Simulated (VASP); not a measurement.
Write the native input for VASP 6.6.1 that does the following.

- Task: single point
- Functional: PBEsol
- Potentials or basis: VASP PAW PBE potentials, release 64 (Mn_pv, S)
- Cutoff: 520 eV
- k mesh: 6 × 6 × 6
- Occupations: gaussian, width 0.05 eV
- Spin: collinear spin, ferromagnetic start
- Starting moments: [4.92, 4.92, 0.15, 0.15] μB
- Hubbard terms: Mn d U = 4.0 eV, J = 0.9 eV
- Dipole correction: no
- LDAUTYPE: 1
- Hund's J: 0.9
- Further INCAR settings: ALGO = Normal; EDIFF = 1e-06; NBANDS = 31

The structure of MnS lies in POSCAR:

```
MnS
1.0
    0.0000000000      2.6122498900      2.6122498900
    5.2244997800      2.6122498900      2.6122498900
    5.2244997800      5.2244997800      0.0000000000
Mn S
2 2
Direct
    0.0000000000      0.0000000000      0.0000000000
    0.0000000000      0.0000000000      0.5000000000
    0.5000000000      0.5000000000      0.0000000000
    0.5000000000      0.5000000000      0.5000000000
```

One way to write it, as run:

INCAR

```
  PREC = Accurate
  ENCUT = 520
  EDIFF = 1E-6
  ISMEAR = 0
  SIGMA = 0.05
  LREAL = False
  LASPH = True
  NELM = 150
  ALGO = Normal
  ISIF = 2
  LWAVE = False
  LCHARG = True
  ISPIN = 2
  MAGMOM = 4.92 4.92 0.15 0.15
  LORBIT = 11
  LMAXMIX = 4
  LDAU = True
  LDAUTYPE = 1
  LDAUL = 2 -1
  LDAUU = 4 0
  LDAUJ = 0.9 0
  LDAUPRINT = 1
  GGA = PS
  LELF = True
  LVHAR = True
  NBANDS = 31
```

KPOINTS

```
regular mesh
0
Gamma
  6 6 6
```

Potentials or basis: VASP PAW PBE potentials, release 64 (Mn_pv, S).

Launch:

```console
$ cat potpaw_PBE.64/Mn_pv/POTCAR potpaw_PBE.64/S/POTCAR > POTCAR
$ mpirun -np 1 vasp_std > vasp.out
```

It gave:

```json
{"Pressure": "-1.0 GPa", "Band gap on the k mesh": "0.19 eV", "Net moment": "10.00 μB per cell", "Site moments": "Mn +4.55; S +0.10 μB", "Valence electrons inside the program's atomic spheres": "Mn 11.28; S 3.74"}
```

Caveat: semilocal functionals underestimate gaps, and a narrow one can read as zero; the PAW data sets were made with another functional, which shifts forces and pressure a little; the run started ferromagnetic, and an antiferromagnetic order may lie lower in energy.

It took 3 min on 1 thread of Intel(R) Xeon(R) Platinum 8488C (Sapphire Rapids), on a shared host, peak memory 0.37 GiB.
